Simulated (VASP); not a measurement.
# As (R-3m) in VASP: notebook, part 2 of 2

VASP 6.6.1. Earlier steps stand in the parts before.

### 3 Electric field gradients, PBE (20.69 Å³/atom)

This run uses another cell than the first one, of 20.69 Å³/atom.

INCAR

```
PREC = Accurate
ENCUT = 520
EDIFF = 1E-8
ISMEAR = -1
SIGMA = 0.03
LREAL = False
LASPH = True
NELM = 60
ALGO = Normal
ISIF = 2
LWAVE = False
LCHARG = False
GGA = PE
LEFG = True
NBANDS = 12
```

KPOINTS

```
regular mesh
0
Gamma
  11 11 11
```

POSCAR

```
As
1.0
    1.8607607910      1.0743107436      3.4505577946
   -1.8607607910      1.0743107436      3.4505577946
    0.0000000000     -2.1486214872      3.4505577946
As
2
Direct
    0.2275400000      0.2275400000      0.2275400000
    0.7724600000      0.7724600000      0.7724600000
```

Potentials or basis: VASP PAW PBE potentials, release 64 (As).

On the command line:

```bash
> cat potpaw_PBE.64/As/POTCAR > POTCAR
> mpirun -np 1 vasp_std > vasp.out
```

OUTCAR:

```text
PREC = Accurate
   ENCUT = 520
   EDIFF = 1E-8
   ISMEAR = -1
   LREAL = False
   LASPH = True
   NELM = 60
   ISIF = 2
   GGA = PE

 ion  position               nearest neighbor table
   1  0.228  0.228  0.228-   2 2.49   2 2.49   2 2.49
   2  0.772  0.772  0.772-   1 2.49   1 2.49   1 2.49

  LATTYP: Found a trigonal (rhomboedric) cell.
 ALAT       =     4.0648398971
 COS(alpha) =     0.5808936906

  Lattice vectors:

 A1 = (   1.8607607910,   1.0743107436,   3.4505577946)
 A2 = (  -1.8607607910,   1.0743107436,   3.4505577946)
 A3 = (   0.0000000000,  -2.1486214872,   3.4505577946)

Analysis of symmetry for initial positions (statically):
=====================================================================
 Subroutine PRICEL returns:
 Original cell was already a primitive cell.

 Routine SETGRP: Setting up the symmetry group for a
 trigonal (rhombohedral) supercell.

 Subroutine GETGRP returns: Found 12 space group operations
 (whereof 12 operations were pure point group operations)
 out of a pool of 12 trial point group operations.

[... 547 lines left out ...]
     1.860760791  1.074310744  3.450557795     0.268707296  0.155138229  0.096602739
    -1.860760791  1.074310744  3.450557795    -0.268707296  0.155138229  0.096602739
     0.000000000 -2.148621487  3.450557795     0.000000000 -0.310276459  0.096602739

 POSITION                                       TOTAL-FORCE (eV/Angst)
 -----------------------------------------------------------------------------------
      0.00000      0.00000      2.35542         0.000000      0.000000      0.495863
      0.00000      0.00000      7.99625         0.000000     -0.000000     -0.495863
 -----------------------------------------------------------------------------------
    total drift:                               -0.000000      0.000000     -0.000000

  FREE ENERGIE OF THE ION-ELECTRON SYSTEM (eV)
  ---------------------------------------------------
  free  energy   TOTEN  =        -9.2787063214 eV

  energy  without entropy=       -9.2783932540  energy(sigma->0) =       -9.27854979

 Electric field gradients (V/A^2)
---------------------------------------------------------------------
 ion       V_xx      V_yy      V_zz      V_xy      V_xz      V_yz
---------------------------------------------------------------------
   1      23.831    23.831   -47.661     0.000     0.000    -0.000
   2      23.831    23.831   -47.661     0.000     0.000    -0.000
---------------------------------------------------------------------

 Electric field gradients after diagonalization (V/A^2)
 (convention: |V_zz| > |V_xx| > |V_yy|)
----------------------------------------------------------------------
 ion       V_xx      V_yy      V_zz     asymmetry (V_yy - V_xx)/ V_zz
----------------------------------------------------------------------
   1      23.831    23.831   -47.661       0.000
   2      23.831    23.831   -47.661       0.000
----------------------------------------------------------------------

           NMR quadrupolar parameters

 Cq : quadrupolar parameter    Cq=e*Q*V_zz/h
 eta: asymmetry parameters     (V_yy - V_xx)/ V_zz
 Q  : nuclear electric quadrupole moment in mb (millibarn)
----------------------------------------------------------------------
 ion       Cq(MHz)       eta       Q (mb)
----------------------------------------------------------------------
   1      -0.115       0.000       1.000
   2      -0.115       0.000       1.000
----------------------------------------------------------------------
```

OSZICAR:

```text
N       E                     dE             d eps       ncg     rms          rms(c)
DAV:   1     0.293128222002E+02    0.29313E+02   -0.42740E+03  3504   0.700E+02
DAV:   2    -0.772315838525E+01   -0.37036E+02   -0.35404E+02  4724   0.112E+02
DAV:   3    -0.929058922176E+01   -0.15674E+01   -0.15615E+01  4408   0.237E+01
DAV:   4    -0.929767728526E+01   -0.70881E-02   -0.70875E-02  3964   0.182E+00
DAV:   5    -0.929769373487E+01   -0.16450E-04   -0.16450E-04  4392   0.943E-02    0.355E+00
DAV:   6    -0.928479243442E+01    0.12901E-01   -0.62350E-03  3872   0.471E-01    0.214E+00
DAV:   7    -0.927853673472E+01    0.62557E-02   -0.13657E-02  4044   0.720E-01    0.844E-02
DAV:   8    -0.927865963768E+01   -0.12290E-03   -0.43736E-04  4168   0.126E-01    0.326E-02
DAV:   9    -0.927870612160E+01   -0.46484E-04   -0.61130E-05  4196   0.492E-02    0.133E-02
DAV:  10    -0.927870616896E+01   -0.47358E-07   -0.37630E-06  4196   0.110E-02    0.426E-03
DAV:  11    -0.927870622383E+01   -0.54871E-07   -0.93568E-07  4072   0.605E-03    0.115E-03
DAV:  12    -0.927870631633E+01   -0.92500E-07   -0.46593E-08  4328   0.120E-03    0.268E-04
DAV:  13    -0.927870632142E+01   -0.50868E-08   -0.11279E-08  3280   0.660E-04
   1 F= -.92787063E+01 E0= -.92785498E+01  d E =-.313067E-03
```

stdout:

```text
POSCAR found type information on POSCAR As
 POSCAR found :  1 types and       2 ions
 scaLAPACK will be used
 LDA part: xc-table for (Slater+PW92), standard interpolation
 POSCAR, INCAR and KPOINTS ok, starting setup
 FFT: planning ... GRIDC
 FFT: planning ... GRID_SOFT
 FFT: planning ... GRID
 WAVECAR not read
 entering main loop
ion   1

ion   2
```

Wall time 1.8 min (1 thread of Intel Xeon 8259CL, shared host); peak memory 0.21 GiB.

What came out:

* Free energy: -9.2787 eV
* Pressure: 6.7 GPa
* Largest force: 0.496 eV/Å
* Band gap on the k mesh: zero (bands 5 and 6 overlap by 0.40 eV)
* Largest electric field gradient by atom: As -47.7 V/Å²

Forces in eV/Å, atoms in the order of the input:
```
As   0.000  0.000  0.496
As   0.000  0.000 -0.496
```

Electric field gradients, principal values (V/Å²):
```csv
atom,least,middle,greatest (by size)
1 As,23.831,23.831,-47.661
2 As,23.831,23.831,-47.661
```

Caveat: the cell stands under pressure; without QUAD_EFG the Cq values of the log hold for a quadrupole moment of 1 mb, not for the nuclei.

### 4 Electric field gradients, PBE

This run uses another cell than the first one, of 21.33 Å³/atom.

INCAR

```
SYSTEM = As
PREC = Accurate
ENCUT = 520
EDIFF = 1E-8
ISMEAR = -1
SIGMA = 0.03
LREAL = .FALSE.
LASPH = .TRUE.
NELM = 80
ALGO = Normal
ISIF = 2
LWAVE = .FALSE.
LCHARG = .FALSE.
GGA = PE
LEFG = .TRUE.
NBANDS = 12
```

KPOINTS

```
regular mesh
0
G
  11 11 11
  0 0 0
```

POSCAR

```
As
1.0
    1.8797494575      1.0852738553      3.4857700000
   -1.8797494575      1.0852738553      3.4857700000
    0.0000000000     -2.1705477106      3.4857700000
As
2
Direct
    0.2275400000      0.2275400000      0.2275400000
    0.7724600000      0.7724600000      0.7724600000
```

Potentials or basis: VASP PAW PBE potentials, release 64 (As).

On the command line:

```bash
> cat potpaw_PBE.64/As/POTCAR > POTCAR
> mpirun -np 1 vasp_std > vasp.out
```

OUTCAR:

```text
SYSTEM = As
   PREC = Accurate
   ENCUT = 520
   EDIFF = 1E-8
   ISMEAR = -1
   LREAL = .FALSE.
   LASPH = .TRUE.
   NELM = 80
   ISIF = 2
   GGA = PE

 ion  position               nearest neighbor table
   1  0.228  0.228  0.228-   2 2.52   2 2.52   2 2.52
   2  0.772  0.772  0.772-   1 2.52   1 2.52   1 2.52

  LATTYP: Found a trigonal (rhomboedric) cell.
 ALAT       =     4.1063207202
 COS(alpha) =     0.5808936906

  Lattice vectors:

 A1 = (   1.8797494575,   1.0852738553,   3.4857700000)
[... 571 lines left out ...]
  FREE ENERGIE OF THE ION-ELECTRON SYSTEM (eV)
  ---------------------------------------------------
  free  energy   TOTEN  =        -9.3204823293 eV

  energy  without entropy=       -9.3202150269  energy(sigma->0) =       -9.32034868

 Electric field gradients (V/A^2)
---------------------------------------------------------------------
 ion       V_xx      V_yy      V_zz      V_xy      V_xz      V_yz
---------------------------------------------------------------------
   1      23.759    23.759   -47.518     0.000     0.000    -0.000
   2      23.759    23.759   -47.518     0.000     0.000    -0.000
---------------------------------------------------------------------

 Electric field gradients after diagonalization (V/A^2)
 (convention: |V_zz| > |V_xx| > |V_yy|)
----------------------------------------------------------------------
 ion       V_xx      V_yy      V_zz     asymmetry (V_yy - V_xx)/ V_zz
----------------------------------------------------------------------
   1      23.759    23.759   -47.518       0.000
   2      23.759    23.759   -47.518       0.000
----------------------------------------------------------------------

           NMR quadrupolar parameters

 Cq : quadrupolar parameter    Cq=e*Q*V_zz/h
 eta: asymmetry parameters     (V_yy - V_xx)/ V_zz
 Q  : nuclear electric quadrupole moment in mb (millibarn)
----------------------------------------------------------------------
 ion       Cq(MHz)       eta       Q (mb)
----------------------------------------------------------------------
   1      -0.115       0.000       1.000
   2      -0.115       0.000       1.000
----------------------------------------------------------------------
```

OSZICAR:

```text
N       E                     dE             d eps       ncg     rms          rms(c)
DAV:   1     0.285996320027E+02    0.28600E+02   -0.41928E+03  3504   0.693E+02
DAV:   2    -0.771841254442E+01   -0.36318E+02   -0.34699E+02  4704   0.111E+02
DAV:   3    -0.932801247657E+01   -0.16096E+01   -0.16042E+01  4500   0.239E+01
DAV:   4    -0.933598535086E+01   -0.79729E-02   -0.79724E-02  3940   0.188E+00
DAV:   5    -0.933600478640E+01   -0.19436E-04   -0.19435E-04  4444   0.102E-01    0.337E+00
DAV:   6    -0.932553297787E+01    0.10472E-01   -0.54074E-03  3924   0.450E-01    0.203E+00
DAV:   7    -0.932030699043E+01    0.52260E-02   -0.12141E-02  4028   0.693E-01    0.865E-02
DAV:   8    -0.932043446074E+01   -0.12747E-03   -0.40790E-04  4200   0.121E-01    0.325E-02
DAV:   9    -0.932048235158E+01   -0.47891E-04   -0.62033E-05  4172   0.499E-02    0.124E-02
DAV:  10    -0.932048218764E+01    0.16394E-06   -0.40652E-06  4204   0.114E-02    0.388E-03
DAV:  11    -0.932048220019E+01   -0.12548E-07   -0.86709E-07  4108   0.577E-03    0.118E-03
DAV:  12    -0.932048230659E+01   -0.10640E-06   -0.47998E-08  4312   0.123E-03    0.266E-04
DAV:  13    -0.932048232089E+01   -0.14295E-07   -0.11265E-08  3332   0.657E-04    0.143E-04
DAV:  14    -0.932048232926E+01   -0.83763E-08   -0.10678E-09  2128   0.206E-04
   1 F= -.93204823E+01 E0= -.93203487E+01  d E =-.267302E-03
```

It took 97 s on 1 thread of Intel Xeon 8259CL, shared host; peak memory 0.21 GiB.

Results:

| Item | Value |
| --- | --- |
| Free energy | -9.3205 eV |
| Pressure | 3.9 GPa |
| Largest force | 0.278 eV/Å |
| Band gap on the k mesh | zero (bands 5 and 6 overlap by 0.36 eV) |
| Largest electric field gradient by atom | As -47.5 V/Å² |

Forces in eV/Å, atoms in the order of the input:
```
As   0.000  0.000  0.278
As   0.000  0.000 -0.278
```

Stress tensor (GPa, compression positive):
```
4.28 0.00 0.00
0.00 4.28 0.00
0.00 0.00 3.05
```

Electric field gradients, principal values (V/Å²):
```
atom   least  middle  greatest (by size)
1 As  23.759  23.759             -47.518
2 As  23.759  23.759             -47.518
```

Caveat: the cell stands under pressure; without QUAD_EFG the Cq values of the log hold for a quadrupole moment of 1 mb, not for the nuclei.

### 5 Summary

```csv
cell,gap on the mesh (eV),pressure (GPa),largest force (eV/Å)
"a = 4.023 Å, angles 54.5°, 2 atoms",none,9.8,0.74
"a = 4.065 Å, angles 54.5°, 2 atoms",none,6.7,0.50
"a = 4.106 Å, angles 54.5°, 2 atoms",none,3.9,0.28
```

Alike in all rows: task electric field gradients; level PBE; potentials or basis VASP PAW PBE potentials, release 64 (As); no spin polarisation; k mesh 11 × 11 × 11; cutoff (eV) 520; smearing fermi-dirac 0.03 eV.

Caveats: the cell stands under pressure.

Absolute energies hang on the potentials; compare differences alone.
